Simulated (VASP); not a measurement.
# Ge (Imma) in VASP: a series of runs

The runs below take Ge through single point, with PBEsol.

Everything below comes from runs of VASP 6.6.1. Logs are shortened: lines on timing, memory, paths and dates and some standing lists are left out, and cuts for length are marked.

## 1. The cell of the first run

The structure is orthorhombic, space group Imma (No. 74). Conventional cell: a = 3.989 Å, b = 4.053 Å, c = 5.732 Å, α = 90.00°, β = 90.00°, γ = 90.00°. Within 3.3 Å of Ge (site symmetry mm2) lie 4 Ge at 2.46 to 2.48 Å.

## 2. Single point, PBEsol (strained cell)

Input file INCAR:

```
PREC = Accurate ; ENCUT = 500
EDIFF = 1E-6 ; ISMEAR = 0
SIGMA = 0.1 ; LREAL = F
LASPH = T ; NELM = 120
ALGO = Normal ; ISIF = 2
LWAVE = F ; LCHARG = T
GGA = PS ; LELF = T
LVHAR = T ; NBANDS = 21
GGA_COMPAT = F
```

Input file KPOINTS:

```
regular mesh
0
Gamma
  10 10 10
```

Input file POSCAR:

```
Ge
1.0
   -0.0227029231      2.8435411216      2.8662440447
    2.8435411216     -0.0227029231      2.8662440447
    2.8208381985      2.8208381985      0.0000000000
Ge
2
Direct
   -0.0010845584     -0.0010845584      0.0010845584
    0.2510845584      0.2510845584      0.2489154416
```

Potentials or basis: VASP PAW PBE potentials, release 64 (Ge_d).

Started as:

```
$ cat potpaw_PBE.64/Ge_d/POTCAR > POTCAR
$ mpirun -np 1 vasp_std > vasp.out
```

OUTCAR:

```text
PREC = Accurate
   ENCUT = 500
   EDIFF = 1E-6
   ISMEAR = 0
   LREAL = F
   LASPH = T
   NELM = 120
   ISIF = 2
   GGA = PS

 ion  position               nearest neighbor table
   1  0.999  0.999  0.001-   2 2.46   2 2.46   2 2.48   2 2.48
   2  0.251  0.251  0.249-   1 2.46   1 2.46   1 2.48   1 2.48

  LATTYP: Found a body centered orthorhombic cell.
 ALAT       =     3.9892676376
 B/A-ratio  =     1.0160965795
 C/A-ratio  =     1.4369775634

  Lattice vectors:

 A1 = (   0.0227029231,  -2.8435411216,  -2.8662440447)
 A2 = (  -0.0227029231,   2.8435411216,  -2.8662440447)
 A3 = (   2.8435411216,  -0.0227029231,   2.8662440447)

Analysis of symmetry for initial positions (statically):
=====================================================================
 Subroutine PRICEL returns:
 Original cell was already a primitive cell.

 Routine SETGRP: Setting up the symmetry group for a
 body centered orthorhombic supercell.

 Subroutine GETGRP returns: Found  8 space group operations
 (whereof  4 operations were pure point group operations)
 out of a pool of  8 trial point group operations.

The static configuration has the point symmetry C_2v.
 The point group associated with its full space group is D_2h.

Analysis of symmetry for dynamics (positions and initial velocities):
=====================================================================
 Subroutine PRICEL returns:
 Original cell was already a primitive cell.

 Routine SETGRP: Setting up the symmetry group for a
 body centered orthorhombic supercell.

 Subroutine GETGRP returns: Found  8 space group operations
 (whereof  4 operations were pure point group operations)
 out of a pool of  8 trial point group operations.

The dynamic configuration has the point symmetry C_2v.
 The point group associated with its full space group is D_2h.

 Subroutine INISYM returns: Found  8 space group operations
 (whereof  4 operations are pure point group operations),
 and found     1 'primitive' translations

----------------------------------------------------------------------------------------

                                     Primitive cell

  volume of cell :      46.3484

  direct lattice vectors                    reciprocal lattice vectors
    -0.022702923  2.843541122  2.866244045    -0.174444322  0.174444322  0.174444322
     2.843541122 -0.022702923  2.866244045     0.174444322 -0.174444322  0.174444322
     2.820838199  2.820838199  0.000000000     0.177252279  0.177252279 -0.174444322

  length of vectors
     4.037523555  4.037523555  3.989267638     0.302146429  0.302146429  0.305397385

  position of ions in fractional coordinates (direct lattice)
     0.998915442  0.998915442  0.001084558
     0.251084558  0.251084558  0.248915442

  ion indices of the primitive-cell ions
   primitive index   ion index
                 1           1
                 2           2

----------------------------------------------------------------------------------------

 KPOINTS: regular mesh

Automatic generation of k-mesh.
 Grid dimensions read from file:
 generate k-points for:   10   10   10

 Generating k-lattice:

  Cartesian coordinates                     Fractional coordinates (reciprocal lattice)
    -0.017444432  0.017444432  0.017444432     0.100000000  0.000000000  0.000000000
     0.017444432 -0.017444432  0.017444432     0.000000000  0.100000000  0.000000000
     0.017725228  0.017725228 -0.017444432     0.000000000  0.000000000  0.100000000

  Length of vectors
     0.030214643  0.030214643  0.030539738

  Shift w.r.t. Gamma in fractional coordinates (k-lattice)
     0.000000000  0.000000000  0.000000000

 Subroutine IBZKPT returns following result:
 ===========================================

 Found    171 irreducible k-points:

 Following reciprocal coordinates:
            Coordinates               Weight
  0.000000  0.000000  0.000000      1.000000
  0.100000 -0.000000  0.000000      4.000000
  0.200000 -0.000000  0.000000      4.000000
  0.300000 -0.000000  0.000000      4.000000
  0.400000  0.000000  0.000000      4.000000
  0.500000  0.000000  0.000000      2.000000
[... 16 lines left out ...]
  0.300000  0.300000  0.000000      2.000000
  0.400000  0.300000  0.000000      4.000000
 [... further k-points ...]
   k-points           NKPTS =    171   k-points in BZ     NKDIM =    171   number of bands    NBANDS=     21
   number of dos      NEDOS =    301   number of ions     NIONS =      2
   total plane-waves  NPLWV =  27000
   dimension x,y,z NGX =    30 NGY =   30 NGZ =   30
   dimension x,y,z NGXF=    60 NGYF=   60 NGZF=   60
   ions per type =               2
   NGX,Y,Z   is equivalent  to a cutoff of  12.35, 12.35, 12.50 a.u.
   NGXF,Y,Z  is equivalent  to a cutoff of  24.71, 24.71, 25.00 a.u.
 SYSTEM =  unknown system
   PREC   = accura    normal or accurate (medium, high low for compatibility)
   ISTART =      0    job   : 0-new  1-cont  2-samecut
   ICHARG =      2    charge: 1-file 2-atom 10-const
   ISPIN  =      1    spin polarized calculation?
   LNONCOLLINEAR =      F non collinear calculations
   LSORBIT =      F    spin-orbit coupling
   LASPH  =      T    aspherical Exc in radial PAW
   ENCUT  =  500.0 eV  36.75 Ry    6.06 a.u.   7.36  7.36  7.27*2*pi/ulx,y,z
   NELM   =    120;   NELMIN=  2; NELMDL= -5     # of ELM steps
   EDIFF  = 0.1E-05   stopping-criterion for ELM
   LREAL  =      F    real-space projection
   EDIFFG = 0.1E-04   stopping-criterion for IOM
   NSW    =      0    number of steps for IOM
   IBRION =     -1    ionic relax: 0-MD 1-quasi-New 2-CG
   NFREE  =      0    steps in history (QN), initial steepest desc. (CG)
   ISIF   =      2    stress and relaxation
   ISYM   =      2    0-nonsym 1-usesym 2-fastsym
   POTIM  = 0.5000    time-step for ionic-motion
   TEBEG  =    0.0;   TEEND  =   0.0 temperature during run
   PSTRESS=    0.0 pullay stress
   NELECT =      28.0000    total number of electrons
   NUPDOWN=      -1.0000    fix difference up-down
   EMIN   =  10.00;   EMAX   =-10.00  energy-range for DOS
   EFERMI =   0.00;   METHOD = LEGACY
   ISMEAR =     0;   SIGMA  =   0.10  broadening in eV -4-tet -1-fermi 0-gaus
   EFERMI_NEDOS =   21; number of points for ismear=-14 and -15
   IALGO  =     38    algorithm
   IMIX   =      4    mixing-type and parameters
     AMIX     =   0.40;   BMIX     =  1.00
     AMIX_MAG =   1.60;   BMIX_MAG =  1.00
  volume/ion in A,a.u.               =      23.17       156.39
  Fermi-wavevector in a.u.,A,eV,Ry     =   1.383936  2.615260 26.058951  1.915279
  Thomas-Fermi vector in A             =   2.508487
   LORBIT       =      0    0 simple, 1 ext, 2 COOP (PROOUT), +10 PAW based schemes
   GGA     = PS    functional components
   LHFCALC =     F    Hartree Fock is set to
   AEXX    =    0.0000 exact exchange contribution
   IVDW    =     0    specifies the selected vdW correction
   LEPSILON=     F    determine dielectric tensor
   LRPA    =     F    only Hartree local field effects (RPA)
 non-spin polarized calculation
 Gauss-broadening in eV      SIGMA  =   0.10
  energy-cutoff  :      500.00
  volume of cell :       46.35
 maximum number of plane-waves:      1219
 NGX is ok and might be reduce to    30
   NGX = 15   NGY = 15   NGZ = 15

 number of electron      28.0000003 magnetization

 Free energy of the ion-electron system (eV)
  ---------------------------------------------------
  ext. energy  EPLUGINS =         0.00000000
  ---------------------------------------------------
  free energy    TOTEN  =        -9.86676841 eV

  energy without entropy =       -9.86628830  energy(sigma->0) =       -9.86652835

 E-fermi :   4.6025     XC(G=0): -10.0186

 val. band max:        4.5939401695   @ k =   0.0000   0.0000   0.0000
 cond. band min:       4.6088303093   @ k =   0.0000   0.0000   0.5000
 fundamental gap:      0.0148901399
 Fermi energy:         4.6024768493

 k-point     1 :       0.0000    0.0000    0.0000
  band No.  band energies     occupation
      1     -20.0997      2.00000
      2     -20.0926      2.00000
      3     -20.0888      2.00000
      4     -20.0592      2.00000
      5     -20.0585      2.00000
      6     -19.8647      2.00000
[... 13 lines left out ...]
     20      13.9721      0.00000
     21      14.1360      0.00000

 k-point     2 :       0.1000   -0.0000    0.0000
  band No.  band energies     occupation
      1     -20.1044      2.00000
      2     -20.0975      2.00000
      3     -20.0884      2.00000
      4     -20.0517      2.00000
      5     -20.0516      2.00000
      6     -19.8694      2.00000
[... 13 lines left out ...]
     20      13.2587      0.00000
     21      13.4317      0.00000

 k-point     3 :       0.2000   -0.0000    0.0000
  band No.  band energies     occupation
      1     -20.1123      2.00000
      2     -20.1061      2.00000
      3     -20.0854      2.00000
      4     -20.0387      2.00000
      5     -20.0386      2.00000
      6     -19.8790      2.00000
[... 13 lines left out ...]
     20      12.7579      0.00000
     21      12.9367      0.00000

 k-point     4 :       0.3000   -0.0000    0.0000
  band No.  band energies     occupation
      1     -20.1181      2.00000
      2     -20.1123      2.00000
      3     -20.0815      2.00000
      4     -20.0286      2.00000
      5     -20.0272      2.00000
      6     -19.8870      2.00000
[... 13 lines left out ...]
     20      13.1111      0.00000
     21      13.2857      0.00000

 k-point     5 :       0.4000    0.0000    0.0000
  band No.  band energies     occupation
      1     -20.1210      2.00000
      2     -20.1154      2.00000
      3     -20.0782      2.00000
      4     -20.0234      2.00000
      5     -20.0206      2.00000
      6     -19.8922      2.00000
[... 13 lines left out ...]
     20      14.2967      0.00000
     21      14.4633      0.00000

 k-point     6 :       0.5000    0.0000    0.0000
  band No.  band energies     occupation
      1     -20.1217      2.00000
      2     -20.1162      2.00000
      3     -20.0770      2.00000
      4     -20.0220      2.00000
      5     -20.0186      2.00000
      6     -19.8936      2.00000
[... 13 lines left out ...]
     20      15.3135      0.00000
     21      15.5640      0.00000

 k-point     7 :       0.1000    0.1000    0.0000
  band No.  band energies     occupation
      1     -20.1030      2.00000
      2     -20.0987      2.00000
      3     -20.0927      2.00000
      4     -20.0531      2.00000
      5     -20.0433      2.00000
      6     -19.8847      2.00000
[... 13 lines left out ...]
     20      12.2786      0.00000
     21      14.3018      0.00000
[... 291 lines left out ...]
      1     -20.1358      2.00000
      2     -20.1284      2.00000
      3     -20.0516      2.00000
      4     -20.0041      2.00000
      5     -19.9942      2.00000
      6     -19.9242      2.00000
[... 13 lines left out ...]
     20      13.9804      0.00000
     21      15.1575      0.00000

 k-point    21 :      -0.3000    0.2000    0.0000
  band No.  band energies     occupation
      1     -20.1313      2.00000
      2     -20.1286      2.00000
      3     -20.0529      2.00000
      4     -20.0197      2.00000
      5     -19.9958      2.00000
      6     -19.9183      2.00000
[... 13 lines left out ...]
     20      13.6364      0.00000
     21      15.6359      0.00000

 k-point    22 :      -0.2000    0.2000    0.0000
  band No.  band energies     occupation
      1     -20.1257      2.00000
      2     -20.1215      2.00000
      3     -20.0653      2.00000
      4     -20.0305      2.00000
      5     -20.0079      2.00000
      6     -19.9088      2.00000
[... 13 lines left out ...]
     20      14.1345      0.00000
     21      14.7044      0.00000

 k-point    23 :       0.3000    0.3000    0.0000
  band No.  band energies     occupation
      1     -20.1209      2.00000
      2     -20.1130      2.00000
      3     -20.0946      2.00000
      4     -20.0137      2.00000
      5     -19.9741      2.00000
      6     -19.9636      2.00000
[... 13 lines left out ...]
     20      15.5010      0.00000
     21      15.6323      0.00000

 k-point    24 :       0.4000    0.3000    0.0000
  band No.  band energies     occupation
      1     -20.1251      2.00000
      2     -20.1235      2.00000
      3     -20.0789      2.00000
      4     -19.9994      2.00000
      5     -19.9822      2.00000
      6     -19.9561      2.00000
[... 13 lines left out ...]
     20      15.9651      0.00000
     21      16.3319      0.00000

 [... further k-points ...]
[... 5 lines left out ...]
  --------------------------------------------------------------------------------------
  -------------------------------------------------------------------------------------
  Total       -0.3308058     -0.3308058     -0.4941643      0.2548783      0.0000000      0.0000000
  in kB      -11.4353433    -11.4353433    -17.0823442      8.8106685      0.0000000      0.0000000
  external PRESSURE =     -13.3176769 kB  Pullay stress =       0.0000000 kB

 VOLUME and BASIS-vectors are now :
 -----------------------------------------------------------------------------
  energy-cutoff  :      500.00
  volume of cell :       46.35
      direct lattice vectors                 reciprocal lattice vectors
    -0.022702923  2.843541122  2.866244045    -0.174444322  0.174444322  0.174444322
     2.843541122 -0.022702923  2.866244045     0.174444322 -0.174444322  0.174444322
     2.820838199  2.820838199  0.000000000     0.177252279  0.177252279 -0.174444322

 POSITION                                       TOTAL-FORCE (eV/Angst)
 -----------------------------------------------------------------------------------
      2.82084      2.82084      5.72627        -0.000000     -0.000000      0.001093
      1.41042      1.41042      1.43934         0.000000      0.000000     -0.001093
 -----------------------------------------------------------------------------------
    total drift:                                0.000000      0.000000      0.000000

  FREE ENERGIE OF THE ION-ELECTRON SYSTEM (eV)
  ---------------------------------------------------
  free  energy   TOTEN  =        -9.8667684122 eV

  energy  without entropy=       -9.8662882975  energy(sigma->0) =       -9.86652835
```

Run time: 3.5 min. Hardware: 1 thread of Intel Xeon 8259CL, shared host; peak memory 0.26 GiB.

What came out:

```yaml
Free_energy: -9.8668 eV
Pressure: -1.3 GPa
```

Stress tensor (GPa, compression positive):
```
-1.14  0.88  0.00
 0.88 -1.14  0.00
 0.00  0.00 -1.71
```

Caveat: the cell differs from its parent crystal (strained cell); the PAW data sets were made with another functional, which shifts forces and pressure a little.

## 3. Single point, PBEsol (strained cell)

Input file INCAR:

```
SYSTEM = Ge
  ALGO = Normal
  EDIFF = 1E-6
  ENCUT = 500
  GGA = PS
  GGA_COMPAT = .False.
  ISIF = 2
  ISMEAR = 0
  LASPH = .True.
  LCHARG = .False.
  LREAL = .False.
  LWAVE = .False.
  NBANDS = 21
  NELM = 120
  PREC = Accurate
  SIGMA = 0.1
```

Input file KPOINTS:

```
k-points
0
Gamma
  10 10 10
  0 0 0
```

Input file POSCAR:

```
Ge
1.0
   -0.0210058213      2.8452382234      2.8662440447
    2.8452382234     -0.0210058213      2.8662440447
    2.8242324021      2.8242324021      0.0000000000
Ge
2
Direct
   -0.0010062861     -0.0010062861      0.0010062861
    0.2510062861      0.2510062861      0.2489937139
```

Potentials or basis: VASP PAW PBE potentials, release 64 (Ge_d).

Started as:

```
$ cat potpaw_PBE.64/Ge_d/POTCAR > POTCAR
$ mpirun -np 1 vasp_std > vasp.out
```

Wall time 3.4 min (1 thread of Intel Xeon 8259CL, shared host); peak memory 0.26 GiB.

The run converged. Its results:

```
Free energy : -9.8668 eV
Pressure    : -1.4 GPa
```

Stress tensor (GPa, compression positive):
```
-1.25  0.81  0.00
 0.81 -1.25  0.00
 0.00  0.00 -1.77
```

Levels at points of the mesh, in eV from the Fermi level:
```csv
k point,band 10,band 11,band 12,band 13,band 14,band 15,band 16,band 17,band 18,band 19
"(0.00, 0.00, 0.00)",-24.45,-12.58,-0.20,-0.01,0.00,0.12,2.48,2.59,2.62,6.20
"(0.50, 0.00, 0.00)",-24.42,-10.57,-7.49,-1.35,-1.24,0.15,3.73,3.81,7.03,10.26
"(0.50, 0.50, 0.00)",-24.40,-8.83,-8.77,-3.02,-2.84,0.65,0.89,9.27,9.36,11.26
"(0.00, 0.00, 0.50)",-24.42,-10.50,-7.47,-1.38,-1.36,0.01,3.70,3.70,6.94,10.30
"(0.50, 0.00, 0.50)",-24.41,-8.76,-8.76,-2.98,-2.98,0.71,0.71,9.31,9.31,11.31
```

Caveat: the cell differs from its parent crystal (strained cell); the PAW data sets were made with another functional, which shifts forces and pressure a little.
